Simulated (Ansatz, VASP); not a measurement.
**FePt: VASP beside Ansatz**

File INCAR:

```
PREC = Accurate ; ENCUT = 520
EDIFF = 1E-6 ; ISMEAR = -1
SIGMA = 0.05 ; LREAL = False
LASPH = True ; NELM = 150
ALGO = Normal ; ISIF = 2
LWAVE = False ; LCHARG = False
ISPIN = 2 ; MAGMOM = 0 3
LORBIT = 11 ; LMAXMIX = 4
GGA = PS ; NBANDS = 20
```

KPOINTS

```
regular mesh
0
Gamma
  10 10 7
```

The input POSCAR:

```
FePt
1.0
    2.7415369495      0.0000000000      0.0000000000
    0.0000000000      2.7415369495      0.0000000000
    0.0000000000      0.0000000000      3.7446364796
Pt Fe
1 1
Direct
    0.5000000000      0.5000000000      0.5000000000
    0.0000000000      0.0000000000      0.0000000000
```

The input input.yaml:

```yaml
crystal:
  lattice:
    - [2.7415369495, 0.0, 0.0]
    - [0.0, 2.7415369495, 0.0]
    - [0.0, 0.0, 3.7446364796]
  atoms:
    - { symbol: Pt, position: [0.5, 0.5, 0.5] }
    - { symbol: Fe, position: [0.0, 0.0, 0.0], spin: 3.0 }
kpoints:
  mp_grid: { grid: [10, 10, 7] }
scf:
  occupations: { method: fermi_dirac, width: 0.05 }
hamiltonian:
  xc: pbesol
  pseudopotentials: { kind: all_electron, lapw: { basis_error: 0.0005 } }
magnetization:
  spin_polarized: true
output:
  forces: true
  stress: true
  eigenvalues: true
```

Change from the starting cell: volume scaled by 1.02.

Alike in both runs: task single point; functional PBEsol; k mesh 10 × 10 × 7; occupations fermi-dirac, width 0.05 eV; collinear spin.

```csv
,VASP,Ansatz
version,VASP 6.6.1,Ansatz 0.2.0
potentials or method,"VASP PAW PBE potentials, release 64 (Pt, Fe), cutoff 520 eV","all-electron LAPW, scalar-relativistic"
```

VASP gave:

* gap on the k mesh at the Fermi level (eV): none
* pressure (GPa): -10.1
* traceless stress, the component that is largest in VASP (GPa): 0.58
* net moment per atom (μB): 1.66
* size of the moment on the site where the two differ most (μB): 2.94

Task: Estimate Ansatz's values.

Result: gap on the k mesh at the Fermi level (eV): none; pressure (GPa): -9.8; traceless stress, the component that is largest in VASP (GPa): 0.54; net moment per atom (μB): 1.66; size of the moment on the site where the two differ most (μB): 3.00.

VASP's potentials were made for PBE, not for PBEsol. Site moments also hang on the region over which each program counts them. A gap of «none» marks a metal or a gap that the smearing closes. Ansatz ran all-electron here, and VASP with PAW potentials.

Spin-orbit coupling is off throughout.
